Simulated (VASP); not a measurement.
# Mo (C2/m) in VASP: single point with LDA

Aim: the single point of Mo with LDA.

Everything below comes from runs of VASP 6.6.1. Logs are shortened: lines on timing, memory, paths and dates and some standing lists are left out, and cuts for length are marked.

## 1. The cell of the first run

The structure is monoclinic, space group C2/m (No. 12). Conventional cell: a = 3.147 Å, b = 4.450 Å, c = 6.722 Å, α = 90.00°, β = 96.72°, γ = 90.00°. Mo (site symmetry m) has 7 Mo at 2.36 to 2.73 Å within 3.1 Å. Within 3.6 Å of Mo (site symmetry 2/m) lie 14 Mo at 2.73 to 3.15 Å.

## 2. Single point, LDA

File INCAR:

```
PREC = Accurate ; ENCUT = 520
EDIFF = 1E-6 ; ISMEAR = 1
SIGMA = 0.1 ; LREAL = F
LASPH = T ; NELM = 80
ALGO = Normal ; ISIF = 2
LWAVE = F ; LCHARG = T
GGA = CA ; LELF = T
LVHAR = T ; NBANDS = 28
```

File KPOINTS:

```
regular mesh
0
Gamma
  8 8 8
```

File POSCAR:

```
Mo
1.0
   -1.5734150000      1.5734150000      1.5734150000
    1.5734150000     -1.5734150000      1.5734150000
    4.7202450000      4.7202450000     -3.9335375000
Mo
3
Direct
    0.0000000000      0.0000000000      0.0000000000
   -0.0833333333     -0.0833333333      0.3333333333
   -0.1666666667     -0.1666666667      0.6666666667
```

Potentials or basis: VASP PAW LDA potentials, release 64 (Mo_sv).

The run is started by

```console
cat potpaw_LDA.64/Mo_sv/POTCAR > POTCAR
mpirun -np 1 vasp_std > vasp.out
```

OUTCAR:

```text
PREC = Accurate
   ENCUT = 520
   EDIFF = 1E-6
   ISMEAR = 1
   LREAL = F
   LASPH = T
   NELM = 80
   ISIF = 2
   GGA = CA

 ion  position               nearest neighbor table
   1  0.000  0.000  0.000-   3 2.36   2 2.73   2 2.73   2 3.15   2 3.15   3 3.24   3 3.24   3 3.24

   2  0.917  0.917  0.333-   1 2.73   1 2.73   3 2.73   3 2.73   1 3.15   1 3.15   3 3.15   3 3.15

   3  0.833  0.833  0.667-   1 2.36   2 2.73   2 2.73   2 3.15   2 3.15   1 3.24   1 3.24   1 3.24

  Warning from LATTYP: Got some problem with cell dimensions!
  Tried to take original basis but could not verify dimensions!
  LATTYP: Found a base centered monoclinic cell.
 ALAT       =     3.1468300000
 B/A-ratio  =     1.4142135624
 C/A-ratio  =     2.1360009363
 COS(beta)  =    -0.1170411472

  Lattice vectors:

 A1 = (  -1.5734150000,   1.5734150000,   1.5734150000)
 A2 = (   1.5734150000,  -1.5734150000,   1.5734150000)
 A3 = (   4.7202450000,   4.7202450000,  -0.7867075000)

Analysis of symmetry for initial positions (statically):
=====================================================================
 Subroutine PRICEL returns:
 Original cell was already a primitive cell.

 Routine SETGRP: Setting up the symmetry group for a
 base centered monoclinic supercell.

 Subroutine GETGRP returns: Found  4 space group operations
 (whereof  2 operations were pure point group operations)
 out of a pool of  4 trial point group operations.

The static configuration has the point symmetry C_1h.
 The point group associated with its full space group is C_2h.

Analysis of symmetry for dynamics (positions and initial velocities):
=====================================================================
 Subroutine PRICEL returns:
 Original cell was already a primitive cell.

 Routine SETGRP: Setting up the symmetry group for a
 base centered monoclinic supercell.

 Subroutine GETGRP returns: Found  4 space group operations
 (whereof  2 operations were pure point group operations)
 out of a pool of  4 trial point group operations.

The dynamic configuration has the point symmetry C_1h.
 The point group associated with its full space group is C_2h.

 Subroutine INISYM returns: Found  4 space group operations
 (whereof  2 operations are pure point group operations),
 and found     1 'primitive' translations

[... 93 lines left out ...]
   LASPH  =      T    aspherical Exc in radial PAW
   ENCUT  =  520.0 eV  38.22 Ry    6.18 a.u.   5.07  5.07 14.41*2*pi/ulx,y,z
   NELM   =     80;   NELMIN=  2; NELMDL= -5     # of ELM steps
   EDIFF  = 0.1E-05   stopping-criterion for ELM
   LREAL  =      F    real-space projection
   EDIFFG = 0.1E-04   stopping-criterion for IOM
   NSW    =      0    number of steps for IOM
   IBRION =     -1    ionic relax: 0-MD 1-quasi-New 2-CG
   NFREE  =      0    steps in history (QN), initial steepest desc. (CG)
   ISIF   =      2    stress and relaxation
   ISYM   =      2    0-nonsym 1-usesym 2-fastsym
   POTIM  = 0.5000    time-step for ionic-motion
   TEBEG  =    0.0;   TEEND  =   0.0 temperature during run
   PSTRESS=    0.0 pullay stress
   NELECT =      42.0000    total number of electrons
   NUPDOWN=      -1.0000    fix difference up-down
   EMIN   =  10.00;   EMAX   =-10.00  energy-range for DOS
   EFERMI =   0.00;   METHOD = LEGACY
   ISMEAR =     1;   SIGMA  =   0.10  broadening in eV -4-tet -1-fermi 0-gaus
   EFERMI_NEDOS =   21; number of points for ismear=-14 and -15
   IALGO  =     38    algorithm
   IMIX   =      4    mixing-type and parameters
     AMIX     =   0.40;   BMIX     =  1.00
     AMIX_MAG =   1.60;   BMIX_MAG =  1.00
  volume/ion in A,a.u.               =      15.58       105.14
  Fermi-wavevector in a.u.,A,eV,Ry     =   1.579747  2.985289 33.954710  2.495601
  Thomas-Fermi vector in A             =   2.680079
   LORBIT       =      0    0 simple, 1 ext, 2 COOP (PROOUT), +10 PAW based schemes
   GGA     = CA    functional components
   LHFCALC =     F    Hartree Fock is set to
   AEXX    =    0.0000 exact exchange contribution
   IVDW    =     0    specifies the selected vdW correction
   LEPSILON=     F    determine dielectric tensor
   LRPA    =     F    only Hartree local field effects (RPA)
 non-spin polarized calculation
 Methfessel and Paxton  Order N= 1 SIGMA  =   0.10
  energy-cutoff  :      520.00
  volume of cell :       46.74
 maximum number of plane-waves:      1276
   NGX = 11   NGY = 11   NGZ = 29

 number of electron      42.0000002 magnetization

 Free energy of the ion-electron system (eV)
  ---------------------------------------------------
  ext. energy  EPLUGINS =         0.00000000
  ---------------------------------------------------
  free energy    TOTEN  =       -35.68797213 eV

  energy without entropy =      -35.68835129  energy(sigma->0) =      -35.68809851

 E-fermi :  12.4133     XC(G=0): -13.5920

 val. band max:       12.4124660377   @ k =  -0.2500   0.3750   0.2500
 cond. band min:      12.4202355229   @ k =   0.2500   0.1250   0.1250
 fundamental gap:      0.0077694852
 Fermi energy:        12.4132683569

 k-point     1 :       0.0000    0.0000    0.0000
  band No.  band energies     occupation
      1     -48.4352      2.00000
      2     -48.2136      2.00000
      3     -48.0926      2.00000
      4     -23.3911      2.00000
      5     -22.8608      2.00000
      6     -22.2313      2.00000
[... 733 lines left out ...]
     27      14.7023      0.00000
     28      15.2021      0.00000

 [... further k-points ...]

------------------------ aborting loop because EDIFF is reached ----------------------------------------

  FORCE on cell =-STRESS in cart. coord.  units (eV):
  Direction    XX          YY          ZZ          XY          YZ          ZX
  --------------------------------------------------------------------------------------
  -------------------------------------------------------------------------------------
  Total       -0.4035420     -0.4035420     -1.5844863      1.5464128     -2.0700909     -2.0700911
  in kB      -13.8321047    -13.8321047    -54.3110197     53.0059838    -70.9559615    -70.9559697
  external PRESSURE =     -27.3250764 kB  Pullay stress =       0.0000000 kB

 VOLUME and BASIS-vectors are now :
 -----------------------------------------------------------------------------
  energy-cutoff  :      520.00
  volume of cell :       46.74
      direct lattice vectors                 reciprocal lattice vectors
    -1.573415000  1.573415000  1.573415000    -0.026481676  0.291298439  0.317780115
     1.573415000 -1.573415000  1.573415000     0.291298439 -0.026481676  0.317780115
     4.720245000  4.720245000 -3.933537500     0.105926705  0.105926705  0.000000000

 POSITION                                       TOTAL-FORCE (eV/Angst)
 -----------------------------------------------------------------------------------
      0.00000      0.00000      0.00000         1.032398      1.032398     -1.604907
      1.57341      1.57341      1.57342         0.000000     -0.000000      0.000000
      3.14683      3.14683     -0.00000        -1.032398     -1.032398      1.604907
 -----------------------------------------------------------------------------------
    total drift:                                0.000002      0.000002      0.000000

  FREE ENERGIE OF THE ION-ELECTRON SYSTEM (eV)
  ---------------------------------------------------
  free  energy   TOTEN  =       -35.6879721258 eV

  energy  without entropy=      -35.6883512870  energy(sigma->0) =      -35.68809851
```

Wall time 3.1 min (1 thread of Intel Xeon Platinum 8375C at 2.90GHz (Ice Lake), shared host); peak memory 0.25 GiB.

Results:

```yaml
Free_energy: -35.6880 eV
Pressure: -2.7 GPa
Largest_force: 2.170 eV/Å
Band_gap_on_the_k_mesh: zero (band 21 reaches 14.05 eV, above the bottom of band 22 at 11.55 eV)
```

Forces in eV/Å, atoms in the order of the input:
```
Mo   1.032  1.032 -1.605
Mo   0.000  0.000  0.000
Mo  -1.032 -1.032  1.605
```

Caveat: forces of over 1 eV/Å act on the atoms, so gaps and moduli don't describe the material at rest.
